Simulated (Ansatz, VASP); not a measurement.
**One calculation of Os, two programs**

The input INCAR:

```
SYSTEM = Os
PREC = Accurate
ENCUT = 520
EDIFF = 1E-6
ISMEAR = 0
SIGMA = 0.15
LREAL = .False.
LASPH = .True.
NELM = 60
ALGO = Fast
ISIF = 2
LWAVE = .False.
LCHARG = .False.
GGA = PE
NBANDS = 15
```

Contents of KPOINTS:

```
Automatic mesh
0
Gamma
  18 18 12
  0 0 0
```

The input POSCAR:

```
Os
1.0
    2.7340999755      0.0000000000      0.0000000000
   -1.3670499878      2.3204440346      0.0000000000
    0.0000000000      0.0000000000      4.3197000000
Os
2
Direct
    0.3333333333      0.6666666667      0.2500000000
    0.6666666667      0.3333333333      0.7500000000
```

Input for Ansatz:

```yaml
crystal:
  lattice:
    - [2.7340999755, 0.0, 0.0]
    - [-1.3670499878, 2.3204440346, 0.0]
    - [0.0, 0.0, 4.3197]
  atoms:
    - { symbol: Os, position: [0.3333333333, 0.6666666667, 0.25] }
    - { symbol: Os, position: [0.6666666667, 0.3333333333, 0.75] }
basis:
  ecutwfc: 420
kpoints:
  mp_grid: { grid: [18, 18, 12] }
hamiltonian:
  xc: pbe
scf:
  occupations: { method: gaussian, width: 0.15 }
output:
  forces: true
  stress: true
  eigenvalues: true
```

Change from the starting cell: strain -0.0200 x Voigt [0, 1, 0, 0, 0, 0], atoms carried along.

Alike in both runs: task single point; functional PBE; k mesh 18 × 18 × 12; occupations gaussian, width 0.15 eV; no spin polarisation.

|  | VASP | Ansatz |
| --- | --- | --- |
| version | VASP 6.6.1 | Ansatz 0.2.0 |
| potentials or method | VASP PAW PBE potentials, release 64 (Os), cutoff 520 eV | scalar-relativistic, plane waves, PAW |
| valence electrons in the cell | 16 | 32 |

```csv
,VASP,Ansatz,Ansatz less VASP
gap on the k mesh at the Fermi level (eV),none,none,-
pressure (GPa),18.2,18.0,-0.20
"traceless stress, the component that is largest in VASP (GPa)",8.02,8.02,+0.006
rms of the force components (eV/Å),0.037,0.038,+0.0014
```

Atom by atom the forces differ by 0.001 eV/Å (rms over components). A gap of «none» marks a metal or a gap that the smearing closes. The functional is the same, so the differences come from potentials, cutoffs and numerics. VASP's potentials hold 16 valence electrons a cell and Ansatz's 32, so a difference there can come from the potentials and not from the codes.

Neither program's run includes spin-orbit coupling.
